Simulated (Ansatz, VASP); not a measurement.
**CdTe in VASP and in Ansatz**

```
CELL_PARAMETERS angstrom
3.23705 3.23705 0.00000
-3.23705 3.23705 0.00000
0.00000 3.23705 3.16136
ATOMIC_POSITIONS crystal
Cd 0.00000 0.00000 0.00000
Te 0.75000 0.25000 0.50000
```

Change from the starting cell: film at in-plane strain +0.01.

Alike in both runs: task single point; functional LDA; k mesh 6 × 6 × 6; no spin polarisation.

```csv
,VASP,Ansatz
version,VASP 6.6.1,Ansatz 0.2.0
potentials or method,"VASP PAW LDA potentials, release 64 (Cd, Te), cutoff 520 eV","all-electron LAPW, scalar-relativistic"
occupations,"gaussian, width 0.01 eV",fixed
```

VASP gave:

| Property | Result |
| --- | --- |
| gap on the k mesh at the Fermi level (eV) | 0.58 |
| pressure (GPa) | 0.0 |
| traceless stress, the component that is largest in VASP (GPa) | 0.28 |

Q: Estimate Ansatz's values.

A: gap on the k mesh at the Fermi level (eV): 0.54; pressure (GPa): -0.3; traceless stress, the component that is largest in VASP (GPa): 0.28.

LDA's correlation is that of Perdew and Zunger in VASP and of Perdew and Wang (1992) in Ansatz. Ansatz ran all-electron here, and VASP with PAW potentials.

Spin-orbit coupling is off throughout.
